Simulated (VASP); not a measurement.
# Ta2Mo (Fm-3m) in VASP: a series of runs

The runs below take Ta2Mo through single point, relaxation of cell and atoms, with PBE.

All numbers are computed with VASP 6.6.1; they aren't measurements. Logs are shortened: lines on timing, memory, paths and dates and some standing lists are left out, and cuts for length are marked.

**1. The cell of the first run**

It takes space group Fm-3m (No. 225, cubic). Conventional cell: a = 6.262 Å, b = 6.262 Å, c = 6.262 Å, α = 90.00°, β = 90.00°, γ = 90.00°. Within 3.6 Å of Ta (site symmetry -43m) lie 4 Mo at 2.71 Å and 6 Ta at 3.13 Å. Mo (site symmetry m-3m) has 8 Ta at 2.71 Å within 3.6 Å.

**2. Single point, PBE**

The input, INCAR:

```
SYSTEM = Ta2Mo
  ALGO = Normal
  EDIFF = 1E-6
  ENCUT = 520
  GGA = PE
  ISIF = 2
  ISMEAR = 0
  LASPH = .TRUE.
  LCHARG = .TRUE.
  LELF = .TRUE.
  LREAL = .FALSE.
  LVHAR = .TRUE.
  LWAVE = .FALSE.
  NBANDS = 25
  NELM = 100
  PREC = Accurate
  SIGMA = 0.1
```

The input, KPOINTS:

```
k-points
0
G
  12 12 12
  0 0 0
```

The input, POSCAR:

```
Ta2Mo
1.0
    0.0000000000      3.1308905185      3.1308905185
    3.1308905185      0.0000000000      3.1308905185
    3.1308905185      3.1308905185      0.0000000000
Ta Mo
2 1
Direct
    0.2500000000      0.2500000000      0.2500000000
    0.7500000000      0.7500000000      0.7500000000
    0.0000000000      0.0000000000      0.0000000000
```

Potentials or basis: VASP PAW PBE potentials, release 64 (Ta_pv, Mo_sv).

On the command line:

```console
$ cat potpaw_PBE.64/Ta_pv/POTCAR potpaw_PBE.64/Mo_sv/POTCAR > POTCAR
$ mpirun -np 1 vasp_std > vasp.out
```

OUTCAR:

```text
SYSTEM = Ta2Mo
   EDIFF = 1E-6
   ENCUT = 520
   GGA = PE
   ISIF = 2
   ISMEAR = 0
   LASPH = .TRUE.
   LREAL = .FALSE.
   NELM = 100
   PREC = Accurate

 ion  position               nearest neighbor table
   1  0.250  0.250  0.250-   3 2.71   3 2.71   3 2.71   3 2.71   2 3.13   2 3.13   2 3.13   2 3.13
                             2 3.13   2 3.13
   2  0.750  0.750  0.750-   3 2.71   3 2.71   3 2.71   3 2.71   1 3.13   1 3.13   1 3.13   1 3.13
                             1 3.13   1 3.13
   3  0.000  0.000  0.000-   2 2.71   2 2.71   2 2.71   1 2.71   2 2.71   1 2.71   1 2.71   1 2.71

  LATTYP: Found a face centered cubic cell.
 ALAT       =     6.2617810370

  Lattice vectors:

 A1 = (   0.0000000000,   3.1308905185,   3.1308905185)
 A2 = (   3.1308905185,   0.0000000000,   3.1308905185)
 A3 = (   3.1308905185,   3.1308905185,   0.0000000000)

Analysis of symmetry for initial positions (statically):
=====================================================================
 Subroutine PRICEL returns:
 Original cell was already a primitive cell.

 Routine SETGRP: Setting up the symmetry group for a
 face centered cubic supercell.

 Subroutine GETGRP returns: Found 48 space group operations
 (whereof 48 operations were pure point group operations)
 out of a pool of 48 trial point group operations.

The static configuration has the point symmetry O_h .

Analysis of symmetry for dynamics (positions and initial velocities):
=====================================================================
 Subroutine PRICEL returns:
 Original cell was already a primitive cell.

 Routine SETGRP: Setting up the symmetry group for a
 face centered cubic supercell.

 Subroutine GETGRP returns: Found 48 space group operations
 (whereof 48 operations were pure point group operations)
 out of a pool of 48 trial point group operations.

The dynamic configuration has the point symmetry O_h .

 Subroutine INISYM returns: Found 48 space group operations
 (whereof 48 operations are pure point group operations),
 and found     1 'primitive' translations

----------------------------------------------------------------------------------------

                                     Primitive cell

  volume of cell :      61.3810

  direct lattice vectors                    reciprocal lattice vectors
     0.000000000  3.130890519  3.130890519    -0.159698973  0.159698973  0.159698973
     3.130890519  0.000000000  3.130890519     0.159698973 -0.159698973  0.159698973
     3.130890519  3.130890519  0.000000000     0.159698973  0.159698973 -0.159698973

  length of vectors
     4.427747834  4.427747834  4.427747834     0.276606735  0.276606735  0.276606735

  position of ions in fractional coordinates (direct lattice)
     0.250000000  0.250000000  0.250000000
     0.750000000  0.750000000  0.750000000
     0.000000000  0.000000000  0.000000000

  ion indices of the primitive-cell ions
   primitive index   ion index
                 1           1
                 2           2
                 3           3

----------------------------------------------------------------------------------------

 KPOINTS: k-points

Automatic generation of k-mesh.
 Grid dimensions read from file:
 generate k-points for:   12   12   12

 Generating k-lattice:

  Cartesian coordinates                     Fractional coordinates (reciprocal lattice)
    -0.013308248  0.013308248  0.013308248     0.083333333  0.000000000  0.000000000
     0.013308248 -0.013308248  0.013308248     0.000000000  0.083333333  0.000000000
     0.013308248  0.013308248 -0.013308248     0.000000000  0.000000000  0.083333333

  Length of vectors
     0.023050561  0.023050561  0.023050561

  Shift w.r.t. Gamma in fractional coordinates (k-lattice)
     0.000000000  0.000000000  0.000000000

 Subroutine IBZKPT returns following result:
 ===========================================

 Found     72 irreducible k-points:

 Following reciprocal coordinates:
            Coordinates               Weight
  0.000000  0.000000  0.000000      1.000000
  0.083333  0.000000  0.000000      8.000000
  0.166667  0.000000  0.000000      8.000000
  0.250000  0.000000  0.000000      8.000000
  0.333333  0.000000  0.000000      8.000000
  0.416667  0.000000  0.000000      8.000000
[... 16 lines left out ...]
  0.500000  0.166667  0.000000     24.000000
 -0.416667  0.166667  0.000000     24.000000
 [... further k-points ...]
   k-points           NKPTS =     72   k-points in BZ     NKDIM =     72   number of bands    NBANDS=     25
   number of dos      NEDOS =    301   number of ions     NIONS =      3
   total plane-waves  NPLWV =  46656
   dimension x,y,z NGX =    36 NGY =   36 NGZ =   36
   dimension x,y,z NGXF=    72 NGYF=   72 NGZF=   72
   ions per type =               2   1
   NGX,Y,Z   is equivalent  to a cutoff of  13.52, 13.52, 13.52 a.u.
   NGXF,Y,Z  is equivalent  to a cutoff of  27.03, 27.03, 27.03 a.u.
 SYSTEM =  Ta2Mo
   PREC   = accura    normal or accurate (medium, high low for compatibility)
   ISTART =      0    job   : 0-new  1-cont  2-samecut
   ICHARG =      2    charge: 1-file 2-atom 10-const
   ISPIN  =      1    spin polarized calculation?
   LNONCOLLINEAR =      F non collinear calculations
   LSORBIT =      F    spin-orbit coupling
   LASPH  =      T    aspherical Exc in radial PAW
   ENCUT  =  520.0 eV  38.22 Ry    6.18 a.u.   8.23  8.23  8.23*2*pi/ulx,y,z
   NELM   =    100;   NELMIN=  2; NELMDL= -5     # of ELM steps
   EDIFF  = 0.1E-05   stopping-criterion for ELM
   LREAL  =      F    real-space projection
   EDIFFG = 0.1E-04   stopping-criterion for IOM
   NSW    =      0    number of steps for IOM
   IBRION =     -1    ionic relax: 0-MD 1-quasi-New 2-CG
   NFREE  =      0    steps in history (QN), initial steepest desc. (CG)
   ISIF   =      2    stress and relaxation
   ISYM   =      2    0-nonsym 1-usesym 2-fastsym
   POTIM  = 0.5000    time-step for ionic-motion
   TEBEG  =    0.0;   TEEND  =   0.0 temperature during run
   PSTRESS=    0.0 pullay stress
   NELECT =      36.0000    total number of electrons
   NUPDOWN=      -1.0000    fix difference up-down
   EMIN   =  10.00;   EMAX   =-10.00  energy-range for DOS
   EFERMI =   0.00;   METHOD = LEGACY
   ISMEAR =     0;   SIGMA  =   0.10  broadening in eV -4-tet -1-fermi 0-gaus
   EFERMI_NEDOS =   21; number of points for ismear=-14 and -15
   IALGO  =     38    algorithm
   IMIX   =      4    mixing-type and parameters
     AMIX     =   0.40;   BMIX     =  1.00
     AMIX_MAG =   1.60;   BMIX_MAG =  1.00
  volume/ion in A,a.u.               =      20.46       138.07
  Fermi-wavevector in a.u.,A,eV,Ry     =   1.370349  2.589584 25.549779  1.877856
  Thomas-Fermi vector in A             =   2.496143
   LORBIT       =      0    0 simple, 1 ext, 2 COOP (PROOUT), +10 PAW based schemes
   GGA     = PE    functional components
   LHFCALC =     F    Hartree Fock is set to
   AEXX    =    0.0000 exact exchange contribution
   IVDW    =     0    specifies the selected vdW correction
   LEPSILON=     F    determine dielectric tensor
   LRPA    =     F    only Hartree local field effects (RPA)
 non-spin polarized calculation
 Gauss-broadening in eV      SIGMA  =   0.10
  energy-cutoff  :      520.00
  volume of cell :       61.38
 maximum number of plane-waves:      1676
 NGX is ok and might be reduce to    36
   NGX = 17   NGY = 17   NGZ = 17

 number of electron      36.0000002 magnetization

 Free energy of the ion-electron system (eV)
  ---------------------------------------------------
  ext. energy  EPLUGINS =         0.00000000
  ---------------------------------------------------
  free energy    TOTEN  =       -32.66188672 eV

  energy without entropy =      -32.64164596  energy(sigma->0) =      -32.65176634

 E-fermi :   5.9977     XC(G=0): -11.7410

 val. band max:        5.9840510967   @ k =  -0.3333   0.3333   0.0833
 cond. band min:       6.0021359228   @ k =   0.5000   0.4167   0.0000
 fundamental gap:      0.0180848260
 Fermi energy:         5.9976704011

 k-point     1 :       0.0000    0.0000    0.0000
  band No.  band energies     occupation
      1     -53.9610      2.00000
      2     -28.5935      2.00000
      3     -28.5935      2.00000
      4     -28.5935      2.00000
      5     -28.4944      2.00000
      6     -28.4944      2.00000
[... 17 lines left out ...]
     24      10.0791      0.00000
     25      11.3156      0.00000

 k-point     2 :       0.0833    0.0000    0.0000
  band No.  band energies     occupation
      1     -53.9611      2.00000
      2     -28.6396      2.00000
      3     -28.6166      2.00000
      4     -28.6166      2.00000
      5     -28.4732      2.00000
      6     -28.4732      2.00000
[... 17 lines left out ...]
     24       9.8828      0.00000
     25      11.3051      0.00000

 k-point     3 :       0.1667    0.0000    0.0000
  band No.  band energies     occupation
      1     -53.9614      2.00000
      2     -28.6907      2.00000
      3     -28.6587      2.00000
      4     -28.6587      2.00000
      5     -28.4367      2.00000
      6     -28.4367      2.00000
[... 17 lines left out ...]
     24       9.5597      0.00000
     25      11.1877      0.00000

 k-point     4 :       0.2500    0.0000    0.0000
  band No.  band energies     occupation
      1     -53.9617      2.00000
      2     -28.7133      2.00000
      3     -28.6993      2.00000
      4     -28.6993      2.00000
      5     -28.4041      2.00000
      6     -28.4041      2.00000
[... 17 lines left out ...]
     24       9.4480      0.00000
     25      10.9195      0.00000
[... 477 lines left out ...]
 k-point    22 :       0.4167    0.1667    0.0000
  band No.  band energies     occupation
      1     -53.9623      2.00000
      2     -28.8209      2.00000
      3     -28.7918      2.00000
      4     -28.6551      2.00000
      5     -28.3434      2.00000
      6     -28.3021      2.00000
[... 17 lines left out ...]
     24       9.5572      0.00000
     25      10.4134      0.00000

 k-point    23 :       0.5000    0.1667    0.0000
  band No.  band energies     occupation
      1     -53.9625      2.00000
      2     -28.8178      2.00000
      3     -28.7875      2.00000
      4     -28.6651      2.00000
      5     -28.3872      2.00000
      6     -28.3066      2.00000
[... 17 lines left out ...]
     24       9.5116      0.00000
     25      10.1037      0.00000

 k-point    24 :      -0.4167    0.1667    0.0000
  band No.  band energies     occupation
      1     -53.9625      2.00000
      2     -28.7987      2.00000
      3     -28.7878      2.00000
      4     -28.6767      2.00000
      5     -28.4058      2.00000
      6     -28.3227      2.00000
[... 17 lines left out ...]
     24       9.2829      0.00000
     25      10.0989      0.00000

 [... further k-points ...]

------------------------ aborting loop because EDIFF is reached ----------------------------------------

  FORCE on cell =-STRESS in cart. coord.  units (eV):
  Direction    XX          YY          ZZ          XY          YZ          ZX
  --------------------------------------------------------------------------------------
  -------------------------------------------------------------------------------------
  Total        0.0716287      0.0716287      0.0716287     -0.0000000      0.0000000     -0.0000000
  in kB        1.8696669      1.8696669      1.8696669     -0.0000000      0.0000000     -0.0000000
  external PRESSURE =       1.8696669 kB  Pullay stress =       0.0000000 kB

 VOLUME and BASIS-vectors are now :
 -----------------------------------------------------------------------------
  energy-cutoff  :      520.00
  volume of cell :       61.38
      direct lattice vectors                 reciprocal lattice vectors
     0.000000000  3.130890519  3.130890519    -0.159698973  0.159698973  0.159698973
     3.130890519  0.000000000  3.130890519     0.159698973 -0.159698973  0.159698973
     3.130890519  3.130890519  0.000000000     0.159698973  0.159698973 -0.159698973

 POSITION                                       TOTAL-FORCE (eV/Angst)
 -----------------------------------------------------------------------------------
      1.56545      1.56545      1.56545        -0.000000     -0.000000     -0.000000
      4.69634      4.69634      4.69634         0.000000      0.000000      0.000000
      0.00000      0.00000      0.00000        -0.000000      0.000000     -0.000000
 -----------------------------------------------------------------------------------
    total drift:                                0.000000      0.000000      0.000000

  FREE ENERGIE OF THE ION-ELECTRON SYSTEM (eV)
  ---------------------------------------------------
  free  energy   TOTEN  =       -32.6618867194 eV

  energy  without entropy=      -32.6416459641  energy(sigma->0) =      -32.65176634
```

It took 99 s on 1 thread of Intel Xeon Platinum 8375C at 2.90GHz (Ice Lake), shared host; peak memory 0.27 GiB.

What came out:

```
Free energy            : -32.6619 eV
Pressure               : 0.2 GPa
Band gap on the k mesh : zero (band 18 reaches 7.13 eV, above the bottom of band 19 at 4.85 eV)
```

Levels at points of the mesh, in eV from the Fermi level:
```
           k point  band 15  band 16  band 17  band 18  band 19  band 20  band 21  band 22
(0.00, 0.00, 0.00)    -1.50    -1.50    -1.15    -1.15    -1.15     3.34     3.34     4.08
(0.50, 0.00, 0.00)    -1.97    -1.87    -1.87    -0.22    -0.22     1.01     1.14     1.14
(0.50, 0.50, 0.00)    -1.74    -1.74    -1.44     0.08     1.26     1.26     2.58     2.58
```

Caveat: spin-orbit coupling is left out, which moves the levels of the heavy elements.

**3. Relaxation of cell and atoms, PBE**

The input, INCAR:

```
ALGO = Fast
EDIFF = 1E-6
EDIFFG = -0.01
ENCUT = 600
GGA = PE
IBRION = 2
ISIF = 3
ISMEAR = 0
LASPH = True
LCHARG = False
LREAL = False
LWAVE = False
NELM = 80
NSW = 100
PREC = Accurate
SIGMA = 0.1
```

The input, KPOINTS:

```
k-points
0
Gamma
  12 12 12
```

POSCAR is that of step 2.

Potentials or basis: VASP PAW PBE potentials, release 64 (Ta_pv, Mo_sv).

On the command line:

```console
$ cat potpaw_PBE.64/Ta_pv/POTCAR potpaw_PBE.64/Mo_sv/POTCAR > POTCAR
$ mpirun -np 1 vasp_std > vasp.out
```

It took 4.3 min on 1 thread of Intel Xeon Platinum 8375C at 2.90GHz (Ice Lake), shared host; peak memory 0.29 GiB.

It converged, with:

- Free energy: -32.6626 eV
- Relaxed volume: 20.48 Å³/atom
- Relaxed cell: a = 4.429 Å, b = 4.429 Å, c = 4.429 Å, α = 60.00°, β = 60.00°, γ = 60.00°
- Space group after relaxing (to 0.05 Å): Fm-3m (No. 225)
- Energy gained by relaxing: 0.0 meV/atom
- Ionic steps: 3
- Pressure after relaxing: 0.0 GPa
- Band gap on the k mesh: zero (band 18 reaches 7.12 eV, above the bottom of band 19 at 4.84 eV)

Final structure:
```cif
data_structure
_symmetry_space_group_name_H-M 'P 1'
_symmetry_Int_Tables_number 1
_cell_length_a 4.4293
_cell_length_b 4.4293
_cell_length_c 4.4293
_cell_angle_alpha 60.000
_cell_angle_beta 60.000
_cell_angle_gamma 60.000
_cell_volume 61.45
loop_
_atom_site_label
_atom_site_type_symbol
_atom_site_fract_x
_atom_site_fract_y
_atom_site_fract_z
_atom_site_occupancy
Ta1 Ta 0.25000 0.25000 0.25000 1
Ta2 Ta 0.75000 0.75000 0.75000 1
Mo1 Mo 0.00000 0.00000 0.00000 1
```

Levels at points of the mesh, in eV from the Fermi level:
```tsv
k point	band 15	band 16	band 17	band 18	band 19	band 20	band 21	band 22
(0.00, 0.00, 0.00)	-1.49	-1.49	-1.15	-1.15	-1.15	3.33	3.33	4.08
(0.50, 0.00, 0.00)	-1.97	-1.87	-1.87	-0.22	-0.22	1.01	1.13	1.13
(0.50, 0.50, 0.00)	-1.74	-1.74	-1.44	0.08	1.26	1.26	2.57	2.57
```

Caveat: spin-orbit coupling is left out, which moves the levels of the heavy elements.
